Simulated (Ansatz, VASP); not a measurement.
**Two plane-wave programs on Cu**

```xyz
7
Lattice="2.5198 0.0000 0.0000 -1.2599 2.1822 0.0000 0.0000 0.0000 28.3445" Properties=species:S:1:pos:R:3 pbc="T T T"
Cu    0.0000    0.0000    8.0000
Cu    0.0000    1.4548   10.0574
Cu    1.2599    0.7274   12.1148
Cu    0.0000    0.0000   14.1722
Cu    0.0000    1.4548   16.2297
Cu    1.2599    0.7274   18.2871
Cu    0.0000    0.0000   20.3445
```

Alike in both runs: task single point; functional PBEsol; k mesh 18 × 18 × 1; occupations fermi-dirac, width 0.1 eV; no spin polarisation.

|  | VASP | Ansatz |
| --- | --- | --- |
| version | VASP 6.6.1 | Ansatz 0.2.0 |
| potentials or method | VASP PAW PBE potentials, release 64 (Cu) | PAW with Ansatz's default frozen-core files, scalar-relativistic |
| plane-wave cutoff (eV) | 520 | 420 |
| valence electrons in the cell | 77 | 133 |

|  | VASP | Ansatz | Ansatz less VASP |
| --- | --- | --- | --- |
| rms of the force components (eV/Å) | 0.026 | 0.032 | +0.0057 |

VASP's potentials were made for PBE, not for PBEsol. Atom by atom the forces differ by 0.007 eV/Å (rms over components). VASP's potentials hold 77 valence electrons a cell and Ansatz's 133, so a difference there can come from the potentials and not from the codes.
